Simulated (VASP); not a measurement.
**Sb: single point with LDA**

The system is Sb.

```xyz
4
Lattice="-4.0567 4.0567 2.0389 4.0567 -4.0567 2.0389 4.0567 4.0567 -2.0389" Properties=species:S:1:pos:R:3 pbc="T T T"
Sb    1.2273    5.2840    0.0000
Sb    2.8294    1.2273    0.0000
Sb    2.8294   -1.2273    2.0389
Sb    1.2273    2.8294    2.0389
```

```yaml
Program: VASP 6.6.1
Task: single point
Functional: LDA
Potentials_or_basis: VASP PAW LDA potentials, release 64 (Sb)
Cutoff: 520 eV
k_mesh: 7 × 7 × 7
Occupations: fermi-dirac, width 0.05 eV
Spin: no spin polarisation
```

```
Pressure               : -2.6 GPa
Largest force          : 0.074 eV/Å
Band gap on the k mesh : zero (band 10 reaches 6.34 eV, above the bottom of band 11 at 4.82 eV)
```

Forces on the atoms (eV/Å):
```
Sb  -0.052 -0.052  0.000
Sb   0.052 -0.052  0.000
Sb   0.052  0.052  0.000
Sb  -0.052  0.052  0.000
```

Stress tensor (GPa, compression positive):
```
-2.42  0.00  0.00
 0.00 -2.42  0.00
 0.00  0.00 -2.87
```

Levels at points of the mesh, in eV from the Fermi level:
| k point | band 8 | band 9 | band 10 | band 11 | band 12 | band 13 |
| --- | --- | --- | --- | --- | --- | --- |
| (0.00, 0.00, 0.00) | -1.13 | -0.97 | -0.90 | -0.90 | -0.38 | 2.63 |

Run time: 84 s on 1 thread of Intel(R) Xeon(R) Platinum 8259CL CPU @ 2.50GHz (Skylake/Cascade Lake), on a shared host, peak memory 0.27 GiB.

Caveat: spin-orbit coupling is left out, which moves the levels of the heavy elements.
